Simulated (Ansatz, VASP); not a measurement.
# Two plane-wave programs on K

```xyz
1
Lattice="-2.5242 2.5242 2.5242 2.5242 -2.5242 2.5242 2.5242 2.5242 -2.5242" Properties=species:S:1:pos:R:3 pbc="T T T"
K     0.0000    0.0000    0.0000
```

Alike in both runs: task relaxation of cell and atoms; functional LDA; k mesh 16 × 16 × 16; occupations fermi-dirac, width 0.15 eV; no spin polarisation.

```csv
,VASP,Ansatz
version,VASP 6.6.1,Ansatz 0.2.0
potentials or method,"VASP PAW LDA potentials, release 64 (K_sv), cutoff 600 eV","scalar-relativistic, plane waves, PAW"
valence electrons in the cell,9,9
```

|  | VASP | Ansatz | Ansatz less VASP |
| --- | --- | --- | --- |
| gap on the k mesh at the Fermi level, each at its own relaxed structure (eV) | none | none | - |
| relaxed volume (Å³/atom) | 64.33 | 64.33 | 0.000 |
| relaxed length of the cell vector where the two differ most in proportion (Å) | 4.372 | 4.372 | 0.0000 |

Ansatz warns that its potentials were made for another functional, while VASP's fit it. LDA's correlation is that of Perdew and Zunger in VASP and of Perdew and Wang (1992) in Ansatz. A gap of «none» marks a metal or a gap that the smearing closes.

Noted on VASP's run: the relaxation stopped at its first step, so nothing moved.
